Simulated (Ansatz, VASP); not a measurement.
## Two plane-wave programs on SiC

```
Si C
1.0
     2.94970    0.00000    0.00000
    -1.47485    2.55452    0.00000
     0.00000    0.00000   10.93950
Si C
4 4
Direct
  0.66667 0.33333 0.93784
  0.33333 0.66667 0.43784
  0.00000 0.00000 0.68790
  0.00000 0.00000 0.18790
  0.66667 0.33333 0.74981
  0.33333 0.66667 0.24981
  0.00000 0.00000 0.50045
  0.00000 0.00000 0.00045
```

Alike in both runs: task single point; functional PBE; k mesh 12 × 12 × 4; occupations gaussian, width 0.05 eV; no spin polarisation.

|  | VASP | Ansatz |
| --- | --- | --- |
| version | VASP 6.6.1 | Ansatz 0.2.0 |
| potentials or method | VASP PAW PBE potentials, release 64 (Si, C), cutoff 520 eV | scalar-relativistic, plane waves, PAW |
| valence electrons in the cell | 32 | 32 |

|  | VASP | Ansatz | Ansatz less VASP |
| --- | --- | --- | --- |
| gap on the k mesh at the Fermi level (eV) | 1.46 | 1.46 | +0.007 |
| least direct gap on the mesh (eV) | 2.94 | 2.95 | +0.012 |
| pressure (GPa) | 8.7 | 8.8 | +0.06 |
| traceless stress, the component that is largest in VASP (GPa) | -42.65 | -42.46 | +0.187 |
| rms of the force components (eV/Å) | 0.338 | 0.339 | +0.0013 |

Atom by atom the forces differ by 0.001 eV/Å (rms over components).
